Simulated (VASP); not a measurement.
Here is a VASP 6.6.1 calculation.

File INCAR:

```
SYSTEM = GaSb
PREC = Accurate
ENCUT = 520
EDIFF = 1E-6
ISMEAR = 0
SIGMA = 0.15
LREAL = .FALSE.
LASPH = .TRUE.
NELM = 100
ALGO = Normal
ISIF = 2
LWAVE = .FALSE.
LCHARG = .FALSE.
GGA = CA
NBANDS = 16
```

Contents of KPOINTS:

```
regular mesh
0
G
  18 18 18
  0 0 0
```

The input POSCAR:

```
GaSb
1.0
   -1.7195799960      2.5232583787      2.8239585975
    1.7195799960     -2.5232583787      2.8239585975
    1.7195799960      2.5232583787     -2.8239585975
Ga Sb
1 1
Direct
    0.0000000000      0.0000000000      0.0000000000
    0.5000000000      0.5000000000      0.0000000000
```

Potentials or basis: VASP PAW LDA potentials, release 64 (Ga_d, Sb).

Run with:

```bash
$ cat potpaw_LDA.64/Ga_d/POTCAR potpaw_LDA.64/Sb/POTCAR > POTCAR
$ mpirun -np 1 vasp_std > vasp.out
```

(1) Estimate the band gap on the k mesh.

(2) Predict the pressure.

Results:

(1) zero (bands 9 and 10 overlap by 5.25 eV).

(2) -4.9 GPa.

Caveat: the cell stands under tension; spin-orbit coupling is left out, which moves the levels of the heavy elements.
